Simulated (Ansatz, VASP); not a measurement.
## One calculation of GaAs, two programs

Contents of INCAR:

```
SYSTEM = GaAs
PREC = Accurate
ENCUT = 520
EDIFF = 1E-7
ISMEAR = 0
SIGMA = 0.05
LREAL = .FALSE.
LASPH = .TRUE.
NELM = 100
ALGO = Normal
ISIF = 2
LWAVE = .FALSE.
LCHARG = .FALSE.
GGA = PE
NBANDS = 16
```

File KPOINTS:

```
regular mesh
0
G
  10 10 10
  0 0 0
```

File POSCAR:

```
GaAs
1.0
    0.0000000000      2.8268500000      2.8268500000
    2.8268500000      0.0000000000      2.8268500000
    2.8268500000      2.8268500000      0.0000000000
Ga As
1 1
Direct
    0.0000000000      0.0000000000      0.0000000000
    0.2500000000      0.2500000000      0.2500000000
```

Input for Ansatz:

```yaml
crystal:
  lattice:
    - [0.0, 2.82685, 2.82685]
    - [2.82685, 0.0, 2.82685]
    - [2.82685, 2.82685, 0.0]
  atoms:
    - { symbol: Ga, position: [0.0, 0.0, 0.0] }
    - { symbol: As, position: [0.25, 0.25, 0.25] }
basis:
  ecutwfc: 420
  fft_grid_basis: typed
kpoints:
  mp_grid: { grid: [10, 10, 10] }
hamiltonian:
  xc: pbe
scf:
  occupations: { method: gaussian, width: 0.05 }
output:
  forces: true
  stress: true
  eigenvalues: true
  bader: true
  write_density: true
  volumetric_format: npy
  elf: true
```

Alike in both runs: task single point; functional PBE; k mesh 10 × 10 × 10; occupations gaussian, width 0.05 eV; no spin polarisation.

```csv
,VASP,Ansatz
version,VASP 6.6.1,Ansatz 0.2.0
potentials or method,"VASP PAW PBE potentials, release 64 (Ga_d, As), cutoff 520 eV","scalar-relativistic, plane waves, PAW"
valence electrons in the cell,18,28
```

|  | VASP | Ansatz | Ansatz less VASP |
| --- | --- | --- | --- |
| gap on the k mesh at the Fermi level (eV) | 0.52 | 0.52 | -0.005 |
| pressure (GPa) | 3.5 | 3.3 | -0.19 |

VASP's potentials hold 18 valence electrons a cell and Ansatz's 28, so a difference there can come from the potentials and not from the codes.
